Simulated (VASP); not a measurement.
Write the native input for VASP 6.6.1 that does the following.

- Task: single point
- Functional: PBE
- Potentials or basis: VASP PAW PBE potentials, release 64 (Sn_d, Se, S)
- Cutoff: 520 eV
- k mesh: 4 × 4 × 2
- Occupations: gaussian, width 0.1 eV
- Spin: no spin polarisation
- Dipole correction: no
- Further INCAR settings: ALGO = Normal; EDIFF = 1e-06; NBANDS = 50

The structure of Sn4Se3S lies in POSCAR:

```
Sn4Se3S
1.0
   -0.0011920927     -4.2213834447      0.0023885406
   -0.0033364523      2.1072960360      5.9625802994
   -8.7800183719     -0.0042115537      0.0052975667
Sn Se S
4 3 1
Direct
    0.1293050209      0.2580793440     -0.0144099302
    0.1289446216      0.2569627710      0.4868014720
    0.8750277390      0.7508409975      0.2347191503
    0.8722606619      0.7454236730      0.7180703146
    0.3583027944      0.7173023760      0.0171796601
    0.6461018017      0.2915294852      0.2695288128
    0.6441869326      0.2876015410      0.7674523209
    0.3458684279      0.6922558122      0.5206581995
```

These files were run (other wordings do the same):

INCAR

```
PREC = Accurate
ENCUT = 520
EDIFF = 1E-6
ISMEAR = 0
SIGMA = 0.1
LREAL = F
LASPH = T
NELM = 100
ALGO = Normal
ISIF = 2
LWAVE = F
LCHARG = F
GGA = PE
NBANDS = 50
```

KPOINTS

```
regular mesh
0
Gamma
  4 4 2
```

Potentials or basis: VASP PAW PBE potentials, release 64 (Sn_d, Se, S).

Command:

```console
$ cat potpaw_PBE.64/Sn_d/POTCAR potpaw_PBE.64/Se/POTCAR potpaw_PBE.64/S/POTCAR > POTCAR
$ mpirun -np 1 vasp_std > vasp.out
```

Results of the run:

```yaml
Pressure: 0.0 GPa
Largest_force: 0.018 eV/Å
Band_gap_on_the_k_mesh: 0.75 eV (least direct gap 1.07 eV)
```

Caveat: semilocal functionals underestimate gaps, and a narrow one can read as zero; spin-orbit coupling is left out, which moves the levels of the heavy elements.

It took 2.5 min on 1 thread of Intel(R) Xeon(R) Platinum 8488C (Sapphire Rapids), on a shared host, peak memory 0.42 GiB.
